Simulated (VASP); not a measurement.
# H4CO in VASP: relaxation of the atoms with PBE

Aim: the relaxation of the atoms of H4CO with PBE.

Program: VASP 6.6.1. These are calculated values, not measurements. Logs are shortened: lines on timing, memory, paths and dates and some standing lists are left out, and cuts for length are marked.

### Step 1. The cell of the first run

The cell holds an amorphous packing of atoms, 36 atoms: a = 7.380 Å, b = 7.380 Å, c = 7.380 Å, α = 90.00°, β = 90.00°, γ = 90.00°.

### Step 2. Relaxation of the atoms, PBE

File INCAR:

```
  PREC = Accurate
  ENCUT = 520
  EDIFF = 1E-6
  ISMEAR = -1
  SIGMA = 0.05
  LREAL = Auto
  LASPH = True
  NELM = 80
  ALGO = Normal
  ISIF = 2
  LWAVE = False
  LCHARG = False
  GGA = PE
  IBRION = 2
  NSW = 35
  EDIFFG = -0.3
```

File KPOINTS:

```
Automatic mesh
0
Gamma
  1 1 1
```

File POSCAR:

```
H4CO
1.0
    7.3803230000      0.0000000000      0.0000000000
    0.0000000000      7.3803230000      0.0000000000
    0.0000000000      0.0000000000      7.3803230000
C O H
6 6 24
Direct
    0.6066445000      0.5481396000      0.0452017000
    0.3573714000      0.5582890000      0.6421410000
    0.4500552000      0.1878176000      0.1497926000
    0.9173598000      0.2171288000      0.7143775000
    0.1708759000      0.9446935000      0.4127788000
    0.9181956000      0.4793756000      0.2896122000
    0.6823214000      0.7098112000     -0.0276534000
    0.3111276000      0.4109539000      0.5267007000
    0.3616770000      0.0589287000      0.0368788000
    0.9072098000      0.3999823000      0.7746612000
    0.3021067000      0.8333899000      0.3258160000
    0.9278684000      0.2911517000      0.2489827000
    0.4905981000      0.5148280000     -0.0397543000
    0.7860738000      0.7415223000      0.0465347000
    0.7022101000      0.4344103000      0.0412551000
    0.5592584000      0.5660572000      0.1849021000
    0.2603999000      0.6657163000      0.6129883000
    0.3963171000      0.3138427000      0.5509120000
    0.3465468000      0.5227153000      0.7860160000
    0.4942284000      0.6098056000      0.6157046000
    0.3941565000      0.3196155000      0.1137567000
    0.4099335000     -0.0594981000      0.0672171000
    0.4242028000      0.1634497000      0.2940858000
    0.5969138000      0.1911075000      0.1273330000
    0.7974304000      0.1941964000      0.6314016000
    1.0132161000      0.4227991000      0.8489316000
    1.0378539000      0.1918180000      0.6311715000
    0.9158817000      0.1204213000      0.8271966000
    0.1630037000      1.0690027000      0.3335373000
    0.3108827000      0.7218334000      0.3947520000
    0.0363008000      0.8817169000      0.4152659000
    0.2099292000      0.9797504000      0.5518059000
    0.7795762000      0.5052002000      0.3333352000
    1.0506899000      0.2657011000      0.2097247000
    1.0103484000      0.5181120000      0.3995669000
    0.9468371000      0.5641866000      0.1709974000
```

Potentials or basis: VASP PAW PBE potentials, release 64 (C, O, H).

Command:

```console
cat potpaw_PBE.64/C/POTCAR potpaw_PBE.64/O/POTCAR potpaw_PBE.64/H/POTCAR > POTCAR
mpirun -np 1 vasp_gam > vasp.out
```

OUTCAR:

```text
PREC = Accurate
   ENCUT = 520
   EDIFF = 1E-6
   ISMEAR = -1
   LREAL = Auto
   LASPH = True
   NELM = 80
   ISIF = 2
   GGA = PE
   IBRION = 2
   NSW = 35
   EDIFFG = -0.3

 ion  position               nearest neighbor table
   1  0.607  0.548  0.045-  13 1.09  16 1.10  15 1.10   7 1.42
   2  0.357  0.558  0.642-  17 1.09  19 1.10  20 1.10   8 1.42
   3  0.450  0.188  0.150-  21 1.09  23 1.10  24 1.10   9 1.42
   4  0.917  0.217  0.714-  25 1.09  28 1.10  27 1.10  10 1.42
   5  0.171  0.945  0.413-  29 1.09  32 1.10  31 1.10  11 1.42
   6  0.918  0.479  0.290-  33 1.09  35 1.10  36 1.10  12 1.42
   7  0.682  0.710  0.972-  14 0.97   1 1.42
   8  0.311  0.411  0.527-  18 0.97   2 1.42
   9  0.362  0.059  0.037-  22 0.97   3 1.42
  10  0.907  0.400  0.775-  26 0.97   4 1.42
  11  0.302  0.833  0.326-  30 0.97   5 1.42
  12  0.928  0.291  0.249-  34 0.97   6 1.42
  13  0.491  0.515  0.960-   1 1.09
  14  0.786  0.742  0.047-   7 0.97
  15  0.702  0.434  0.041-   1 1.10
  16  0.559  0.566  0.185-   1 1.10
  17  0.260  0.666  0.613-   2 1.09
[... 17 lines left out ...]
  35  0.010  0.518  0.400-   6 1.10
  36  0.947  0.564  0.171-   6 1.10

  LATTYP: Found a simple cubic cell.
 ALAT       =     7.3803230000

  Lattice vectors:

 A1 = (   7.3803230000,   0.0000000000,   0.0000000000)
 A2 = (   0.0000000000,   7.3803230000,   0.0000000000)
 A3 = (   0.0000000000,   0.0000000000,   7.3803230000)

Analysis of symmetry for initial positions (statically):
=====================================================================
 Subroutine PRICEL returns:
 Original cell was already a primitive cell.

 Routine SETGRP: Setting up the symmetry group for a
 simple cubic supercell.

 Subroutine GETGRP returns: Found  1 space group operations
 (whereof  1 operations were pure point group operations)
 out of a pool of 48 trial point group operations.

The static configuration has the point symmetry C_1 .

Analysis of symmetry for dynamics (positions and initial velocities):
=====================================================================
 Subroutine PRICEL returns:
 Original cell was already a primitive cell.

 Routine SETGRP: Setting up the symmetry group for a
 simple cubic supercell.

 Subroutine GETGRP returns: Found  1 space group operations
 (whereof  1 operations were pure point group operations)
 out of a pool of 48 trial point group operations.

The dynamic configuration has the point symmetry C_1 .

 Subroutine INISYM returns: Found  1 space group operations
[... 148 lines left out ...]
   ISYM   =      2    0-nonsym 1-usesym 2-fastsym
   POTIM  = 0.5000    time-step for ionic-motion
   TEBEG  =    0.0;   TEEND  =   0.0 temperature during run
   PSTRESS=    0.0 pullay stress
   NELECT =      84.0000    total number of electrons
   NUPDOWN=      -1.0000    fix difference up-down
   EMIN   =  10.00;   EMAX   =-10.00  energy-range for DOS
   EFERMI =   0.00;   METHOD = LEGACY
   ISMEAR =    -1;   SIGMA  =   0.05  broadening in eV -4-tet -1-fermi 0-gaus
   EFERMI_NEDOS =   21; number of points for ismear=-14 and -15
   IALGO  =     38    algorithm
   IMIX   =      4    mixing-type and parameters
     AMIX     =   0.40;   BMIX     =  1.00
     AMIX_MAG =   1.60;   BMIX_MAG =  1.00
  volume/ion in A,a.u.               =      11.17        75.36
  Fermi-wavevector in a.u.,A,eV,Ry     =   0.971462  1.835797 12.840345  0.943739
  Thomas-Fermi vector in A             =   2.101681
   LORBIT       =      0    0 simple, 1 ext, 2 COOP (PROOUT), +10 PAW based schemes
   GGA     = PE    functional components
   LHFCALC =     F    Hartree Fock is set to
   AEXX    =    0.0000 exact exchange contribution
   IVDW    =     0    specifies the selected vdW correction
   LEPSILON=     F    determine dielectric tensor
   LRPA    =     F    only Hartree local field effects (RPA)
 conjugate gradient relaxation of ions
 non-spin polarized calculation
  energy-cutoff  :      520.00
  volume of cell :      402.00
 maximum number of plane-waves:      5414
 NGX is ok and might be reduce to    54
   NGX = 27   NGY = 27   NGZ = 27

--------------------------------------- Ionic step        1  -------------------------------------------

 number of electron      84.0000002 magnetization

 Free energy of the ion-electron system (eV)
  ---------------------------------------------------
  ext. energy  EPLUGINS =         0.00000000
  ---------------------------------------------------
  free energy    TOTEN  =      -181.04347319 eV

  energy without entropy =     -181.04347319  energy(sigma->0) =     -181.04347319

------------------------ aborting loop because EDIFF is reached ----------------------------------------

  FORCE on cell =-STRESS in cart. coord.  units (eV):
  Direction    XX          YY          ZZ          XY          YZ          ZX
  --------------------------------------------------------------------------------------
  -------------------------------------------------------------------------------------
  Total        4.1566334      5.8091303      5.2074565      0.1336565     -0.7342008      0.8771423
  in kB       16.5663259     23.1523774     20.7543972      0.5326900     -2.9261683      3.4958639
  external PRESSURE =      20.1577002 kB  Pullay stress =       0.0000000 kB
[... 197 lines left out ...]
--------------------------------------- Ionic step        4  -------------------------------------------

 number of electron      83.9999998 magnetization

 Free energy of the ion-electron system (eV)
  ---------------------------------------------------
  ext. energy  EPLUGINS =         0.00000000
  ---------------------------------------------------
  free energy    TOTEN  =      -181.09758513 eV

  energy without entropy =     -181.09758513  energy(sigma->0) =     -181.09758513

 E-fermi :  -1.7903     XC(G=0):  -6.3374

 val. band max:       -3.0000924004   @ k =   0.0000   0.0000   0.0000
 cond. band min:       1.3659992451   @ k =   0.0000   0.0000   0.0000
 fundamental gap:      4.3660916454
 Fermi energy:        -1.7903238698

 k-point     1 :       0.0000    0.0000    0.0000
  band No.  band energies     occupation
      1     -23.0010      2.00000
      2     -22.6941      2.00000
      3     -22.5963      2.00000
      4     -22.4295      2.00000
      5     -22.2580      2.00000
      6     -22.1432      2.00000
[... 46 lines left out ...]
     53       5.0483      0.00000
     54       5.2081      0.00000
 [bands above 54 left out]

------------------------ aborting loop because EDIFF is reached ----------------------------------------

  FORCE on cell =-STRESS in cart. coord.  units (eV):
  Direction    XX          YY          ZZ          XY          YZ          ZX
  --------------------------------------------------------------------------------------
  -------------------------------------------------------------------------------------
  Total        1.8881460      2.6581388      2.5909450      0.2091225     -1.1606682      0.9692461
  in kB        7.5252346     10.5940529     10.3262508      0.8334608     -4.6258607      3.8629451
  external PRESSURE =       9.4818461 kB  Pullay stress =       0.0000000 kB
[... 51 lines left out ...]
  FREE ENERGIE OF THE ION-ELECTRON SYSTEM (eV)
  ---------------------------------------------------
  free  energy   TOTEN  =      -181.0975851313 eV

  energy  without entropy=     -181.0975851312  energy(sigma->0) =     -181.09758513

 reached required accuracy - stopping structural energy minimisation
```

Wall time 2.9 min (1 thread of Oxide Virtual Turin-like, shared host); peak memory 0.4 GiB.

Results:

```yaml
Free_energy: -181.0976 eV
Energy_gained_by_relaxing: 1.5 meV/atom
Ionic_steps: 4
Pressure_after_relaxing: 0.9 GPa
Largest_force_after_relaxing: 0.280 eV/Å
Band_gap_on_the_k_mesh: 4.37 eV
```

Forces in eV/Å, atoms in the order of the input:
```
C   -0.064  0.165  0.095
C   -0.027 -0.013 -0.021
C   -0.002 -0.040  0.077
C   -0.061  0.083  0.046
C   -0.043 -0.067  0.055
C    0.080  0.030 -0.161
O   -0.132  0.088  0.106
O    0.108  0.116  0.052
O    0.040  0.237 -0.080
O    0.130 -0.165  0.034
O   -0.115 -0.088  0.054
O    0.045  0.146 -0.064
H    0.010  0.077 -0.035
H    0.054  0.118 -0.052
H   -0.012  0.161 -0.131
H   -0.009  0.032 -0.168
H    0.003 -0.087  0.152
H   -0.006 -0.015 -0.041
H   -0.072 -0.029 -0.079
H   -0.107 -0.032  0.093
H   -0.009 -0.086  0.084
H   -0.082 -0.161  0.012
H    0.054 -0.103 -0.219
H   -0.067 -0.061 -0.011
H    0.073 -0.025  0.043
H   -0.089 -0.030 -0.082
H   -0.087  0.039  0.040
H   -0.031  0.045 -0.067
H   -0.025 -0.128  0.080
H    0.076 -0.012 -0.153
H    0.104  0.026  0.001
H    0.013 -0.119 -0.141
H    0.145  0.035  0.123
H   -0.035 -0.005 -0.019
H    0.105 -0.094  0.101
H    0.036 -0.037  0.276
```

Stress tensor (GPa, compression positive):
```
 0.75  0.08  0.39
 0.08  1.06 -0.46
 0.39 -0.46  1.03
```

The path:
```tsv
step	energy change (eV)	largest force (eV/Å)	pressure (GPa)
1	0.0000	0.5014	2.02
2	-0.0108	1.0992	1.02
3	-0.0259	0.5388	1.45
4	-0.0541	0.2804	0.95
```

Final structure:
```
C O H
1.0
     7.38032    0.00000    0.00000
     0.00000    7.38032    0.00000
     0.00000    0.00000    7.38032
C O H
6 6 24
Direct
  0.60700 0.54946 0.04447
  0.35746 0.55865 0.64181
  0.45008 0.18690 0.14860
  0.91688 0.21589 0.71424
  0.17109 0.94391 0.41261
  0.91905 0.48003 0.29192
  0.68134 0.71318 0.97267
  0.31123 0.40974 0.52563
  0.36140 0.05888 0.03425
  0.90753 0.40102 0.77490
  0.30265 0.83201 0.32450
  0.92794 0.29135 0.24717
  0.49085 0.51502 0.96036
  0.78665 0.74266 0.04607
  0.70174 0.43485 0.03941
  0.55774 0.56677 0.18530
  0.25833 0.66671 0.61589
  0.39682 0.31258 0.55039
  0.34508 0.52282 0.78571
  0.49591 0.61011 0.61673
  0.39335 0.31985 0.11493
  0.40872 0.94043 0.06739
  0.42481 0.16256 0.29471
  0.59772 0.19038 0.12764
  0.79616 0.19335 0.63001
  0.01406 0.42335 0.84942
  0.03809 0.19276 0.63071
  0.91557 0.11939 0.82865
  0.16214 0.06909 0.33373
  0.31197 0.72028 0.39373
  0.03477 0.88141 0.41520
  0.21068 0.97945 0.55297
  0.77957 0.50603 0.33507
  0.05132 0.26483 0.20915
  0.01205 0.51746 0.40129
  0.94785 0.56483 0.17068
```

Caveat: the k points lie up to 0.85 Å⁻¹ apart; the relaxation stopped at a loose force limit of 0.3 eV/Å, so its end isn't a converged minimum.
